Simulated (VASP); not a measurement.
Write the native input for VASP 6.6.1 that does the following.

* Task: single point
* Functional: LDA
* Potentials or basis: VASP PAW LDA potentials, release 64 (Pb_d)
* Cutoff: 520 eV
* k mesh: 13 × 13 × 13
* Occupations: fermi-dirac, width 0.1 eV
* Spin: no spin polarisation
* Dipole correction: no
* Further INCAR settings: ALGO = Normal; EDIFF = 1e-07; NBANDS = 13

The structure of Pb lies in POSCAR:

```
Pb
1.0
   -1.9081958348      1.9081958348      1.9081958348
    1.9081958348     -1.9081958348      1.9081958348
    1.9081958348      1.9081958348     -1.9081958348
Pb
1
Direct
    0.0000000000      0.0000000000      0.0000000000
```

This cell differs from its parent crystal: volume scaled by 0.96.

The input as run:

INCAR

```
SYSTEM = Pb
  PREC = Accurate
  ENCUT = 520
  EDIFF = 1E-7
  ISMEAR = -1
  SIGMA = 0.1
  LREAL = .False.
  LASPH = .True.
  NELM = 60
  ALGO = Normal
  ISIF = 2
  LWAVE = .False.
  LCHARG = .False.
  GGA = CA
  NBANDS = 13
```

KPOINTS

```
Automatic mesh
0
Gamma
  13 13 13
  0 0 0
```

Potentials or basis: VASP PAW LDA potentials, release 64 (Pb_d).

Launch:

```bash
$ cat potpaw_LDA.64/Pb_d/POTCAR > POTCAR
$ mpirun -np 1 vasp_std > vasp.out
```

Results of the run:

| Quantity | Value |
| --- | --- |
| Pressure | 2.4 GPa |
| Band gap on the k mesh | zero (band 7 reaches 16.41 eV, above the bottom of band 8 at 5.88 eV) |

Caveat: spin-orbit coupling is left out, which moves the levels of the heavy elements.

Run time: 15 s on 1 thread of Intel(R) Xeon(R) Platinum 8488C (Sapphire Rapids), on a shared host, peak memory 0.16 GiB.
